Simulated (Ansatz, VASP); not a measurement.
# Al12H: VASP beside Ansatz

Contents of INCAR:

```
SYSTEM = Al12H
PREC = Accurate
ENCUT = 520
EDIFF = 1E-6
ISMEAR = 0
SIGMA = 0.1
LREAL = .False.
LASPH = .True.
NELM = 150
ALGO = Normal
ISIF = 2
LWAVE = .False.
LCHARG = .False.
ISPIN = 2
MAGMOM = 0 0 0 0 0 0 0 0 0 0 0 0 1
LORBIT = 11
LDIPOL = .True.
IDIPOL = 3
DIPOL = 0.5 0.5 0.309
GGA = PE
NBANDS = 34
```

KPOINTS

```
regular mesh
0
Gamma
  6 6 1
  0 0 0
```

File POSCAR:

```
Al12H
1.0
    5.7135165838      0.0000000000      0.0000000000
   -2.8567582919      4.9480505065      0.0000000000
    0.0000000000      0.0000000000     21.6013781936
Al H
12 1
Direct
    0.3333333333      0.1666666667      0.1851733702
    0.3333333333      0.6666666667      0.1851733702
    0.8333333333      0.1666666667      0.1851733702
    0.8333333333      0.6666666667      0.1851733702
    0.1666666667      0.3333333333      0.2916813828
    0.1666666667      0.8333333333      0.2916813828
    0.6666666667      0.3333333333      0.2916813828
    0.6666666667      0.8333333333      0.2916813828
    0.0000000000      0.0000000000      0.3981865470
    0.0000000000      0.5000000000      0.3981865470
    0.5000000000      0.0000000000      0.3981865470
    0.5000000000      0.5000000000      0.3981865470
    0.0000000000      0.0000000000      0.5171604373
```

Input for Ansatz:

```yaml
crystal:
  lattice:
    - [5.7135165838, 0.0, 0.0]
    - [-2.8567582919, 4.9480505065, 0.0]
    - [0.0, 0.0, 21.6013781936]
  atoms:
    - { symbol: Al, position: [0.3333333333, 0.1666666667, 0.1851733702] }
    - { symbol: Al, position: [0.3333333333, 0.6666666667, 0.1851733702] }
    - { symbol: Al, position: [0.8333333333, 0.1666666667, 0.1851733702] }
    - { symbol: Al, position: [0.8333333333, 0.6666666667, 0.1851733702] }
    - { symbol: Al, position: [0.1666666667, 0.3333333333, 0.2916813828] }
    - { symbol: Al, position: [0.1666666667, 0.8333333333, 0.2916813828] }
    - { symbol: Al, position: [0.6666666667, 0.3333333333, 0.2916813828] }
    - { symbol: Al, position: [0.6666666667, 0.8333333333, 0.2916813828] }
    - { symbol: Al, position: [0.0, 0.0, 0.398186547] }
    - { symbol: Al, position: [0.0, 0.5, 0.398186547] }
    - { symbol: Al, position: [0.5, 0.0, 0.398186547] }
    - { symbol: Al, position: [0.5, 0.5, 0.398186547] }
    - { symbol: H, position: [0.0, 0.0, 0.5171604373], spin: 1.0 }
basis:
  ecutwfc: 420
kpoints:
  mp_grid: { grid: [6, 6, 1] }
hamiltonian:
  xc: pbe
  pseudopotentials: { kind: paw, azcp: { folder: soft_1 } }
scf:
  occupations: { method: gaussian, width: 0.1 }
output:
  forces: true
  eigenvalues: true
  populations: true
  write_density: true
  write_potential: true
  elf: true
  volumetric_format: npy
magnetization:
  spin_polarized: true
efield:
  axis: 3
  dipole_correction: true
  ramp_width: 0.04
```

Alike in both runs: task single point; functional PBE; k mesh 6 × 6 × 1; occupations gaussian, width 0.1 eV; collinear spin.

|  | VASP | Ansatz |
| --- | --- | --- |
| version | VASP 6.6.1 | Ansatz 0.2.0 |
| potentials or method | VASP PAW PBE potentials, release 64 (Al, H), cutoff 520 eV | scalar-relativistic, plane waves, PAW |
| valence electrons in the cell | 37 | 37 |

Ansatz gave:

- gap on the k mesh at the Fermi level (eV): none
- rms of the force components (eV/Å): 0.317
- net moment per atom (μB): 0.03
- size of the moment on the site where the two differ most (μB): 0.35

**Question.** Which values does VASP return?

**Answer.** gap on the k mesh at the Fermi level (eV): none; rms of the force components (eV/Å): 0.317; net moment per atom (μB): 0.03; size of the moment on the site where the two differ most (μB): 0.17.

Site moments also hang on the region over which each program counts them. Atom by atom the forces differ by 0.000 eV/Å (rms over components). A gap of «none» marks a metal or a gap that the smearing closes. Ansatz's warnings: xc potential rough in thin density.
